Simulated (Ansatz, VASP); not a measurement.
## BaPb4 in VASP and in Ansatz

```
Ba Pb
1.0
     5.59570    0.00000    0.00000
    -2.79785    4.84602    0.00000
     0.00000    0.00000    7.05821
Ba Pb
1 4
Direct
  0.00000 0.00000 0.00000
  0.33333 0.66667 0.27766
  0.66667 0.33333 0.27766
  0.66667 0.33333 0.72234
  0.33333 0.66667 0.72234
```

Alike in both runs: functional PBE; k mesh 12 × 12 × 6; occupations gaussian, width 0.1 eV; no spin polarisation.

Ansatz relaxed the structure, and its values are those at the end. VASP's run is a single point on that final structure, the one shown.

|  | VASP | Ansatz |
| --- | --- | --- |
| version | VASP 6.6.1 | Ansatz 0.2.0 |
| potentials or method | VASP PAW PBE potentials, release 64 (Ba_sv, Pb_d), cutoff 520 eV | scalar-relativistic, plane waves, PAW |
| valence electrons in the cell | 66 | 66 |

|  | VASP | Ansatz | Ansatz less VASP |
| --- | --- | --- | --- |
| gap on the k mesh at the Fermi level (eV) | none | none | - |
| pressure (GPa) | 0.1 | 0.0 | -0.09 |
| rms of the force components (eV/Å) | 0.009 | 0.003 | -0.0061 |

A gap of «none» marks a metal or a gap that the smearing closes.

Neither program's run includes spin-orbit coupling.
